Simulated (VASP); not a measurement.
CaO:

```
Ca O
1.0
     3.88132    0.00000    0.00000
    -1.94066    3.36132    0.00000
     0.00000    0.00000    4.65118
Ca O
2 2
Direct
  0.33333 0.66667 0.93750
  0.66667 0.33333 0.43750
  0.33333 0.66667 0.43750
  0.66667 0.33333 0.93750
```

This cell differs from its parent crystal: strain -2.5%.

Base run:

- Program: VASP 6.6.1
- Functional: r2SCAN
- Potentials or basis: VASP PAW PBE potentials, release 64 (Ca_sv, O)
- Cutoff: 520 eV
- k mesh: 12 × 12 × 6
- Occupations: gaussian, width 0.01 eV
- Spin: no spin polarisation

Its results: band gap on the k mesh 3.88 eV; pressure 9.7 GPa.

Problem. The run is repeated on the same cell with these changes: functional from r2SCAN to PBE; occupations from gaussian, width 0.01 eV to fermi-dirac, width 0.02 eV. What comes out?

Solution. Band gap on the k mesh 3.46 eV; pressure 10.8 GPa.

Caveats: the cell stands under pressure; the structure was generated, so it needn't be the stable form of CaO; the PAW data sets were made with another functional, which shifts forces and pressure a little (at least some runs).

A k mesh can miss the band edges.
